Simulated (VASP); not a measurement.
A run of VASP 6.6.1 is set up as follows.

INCAR

```
ALGO = Fast ; EDIFF = 1E-6
ENCUT = 520 ; GGA = RP
ISIF = 2 ; ISMEAR = -1
LASPH = T ; LCHARG = F
LREAL = F ; LWAVE = F
NBANDS = 12 ; NELM = 100
PREC = Accurate ; SIGMA = 0.05
```

KPOINTS

```
k-points
0
Gamma
  6 6 2
```

POSCAR

```
Mg
1.0
    3.1768261656      0.0000000000      0.0000000000
   -1.5884130828      2.7512121628      0.0000000000
    0.0000000000      0.0000000000     10.3188620100
Mg
4
Direct
    0.6666666667      0.3333333333      0.7500000000
    0.0000000000      0.0000000000      0.5000000000
    0.3333333333      0.6666666667      0.2500000000
    0.0000000000      0.0000000000      0.0000000000
```

Potentials or basis: VASP PAW PBE potentials, release 64 (Mg).

The run is started by

```console
$ cat potpaw_PBE.64/Mg/POTCAR > POTCAR
$ mpirun -np 1 vasp_std > vasp.out
```

Q: What does it give for the pressure?

A: 1.8 GPa.

Q: What does it give for the band gap on the k mesh?

A: Zero (bands 4 and 5 overlap by 1.50 eV).

Stress tensor (GPa, compression positive):
```
1.44 0.00 0.00
0.00 1.44 0.00
0.00 0.00 2.45
```

Caveat: the k points lie up to 0.38 Å⁻¹ apart, too coarse for converged energies and pressures of a metal; the PAW data sets were made with another functional, which shifts forces and pressure a little.
